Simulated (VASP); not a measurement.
# SbS: single point with r2SCAN

The system is SbS.

```
Sb S
1.0
    -3.87986    3.87986    3.37238
     3.87986   -3.87986    3.37238
     3.87986    3.87986   -3.37238
Sb S
4 4
Cartesian
  0.0000 0.0000 1.6862
  0.0000 0.0000 5.0586
  0.0000 3.8799 1.6862
  3.8799 0.0000 1.6862
  1.3843 5.2642 0.0000
  2.4955 1.3843 0.0000
  2.4955 -1.3843 3.3724
  1.3843 2.4955 3.3724
```

| Item | Value |
| --- | --- |
| Program | VASP 6.6.1 |
| Task | single point |
| Functional | r2SCAN |
| Potentials or basis | VASP PAW PBE potentials, release 64 (Sb, S) |
| Cutoff | 520 eV |
| k mesh | 7 × 7 × 7 |
| Occupations | fermi-dirac, width 0.1 eV |
| Spin | no spin polarisation |
| Dipole correction | no |
| Further INCAR settings | ALGO = Normal; EDIFF = 1e-06; NBANDS = 32 |

```json
{
 "Pressure": "1.3 GPa",
 "Largest force": "0.613 eV/Å",
 "Band gap on the k mesh": "zero (bands 22 and 23 overlap by 1.72 eV)"
}
```

Forces in eV/Å, atoms in the order of the input:
```
Sb   0.000  0.000  0.000
Sb   0.000  0.000  0.000
Sb   0.000  0.000  0.000
Sb   0.000  0.000  0.000
S    0.433  0.433  0.000
S   -0.433  0.433  0.000
S   -0.433 -0.433  0.000
S    0.433 -0.433  0.000
```

Stress tensor (GPa, compression positive):
```
-0.02  0.00  0.00
 0.00 -0.02  0.00
 0.00  0.00  3.99
```

Levels at points of the mesh, in eV from the Fermi level:
| k point | band 20 | band 21 | band 22 | band 23 | band 24 | band 25 |
| --- | --- | --- | --- | --- | --- | --- |
| (0.00, 0.00, 0.00) | -0.33 | 0.10 | 0.95 | 0.95 | 1.11 | 1.11 |

It took 11 min on 1 thread of Intel(R) Xeon(R) Platinum 8259CL CPU @ 2.50GHz (Skylake/Cascade Lake), with other jobs on the host, peak memory 0.49 GiB.

Caveat: the PAW data sets were made with another functional, which shifts forces and pressure a little; spin-orbit coupling is left out, which moves the levels of the heavy elements.
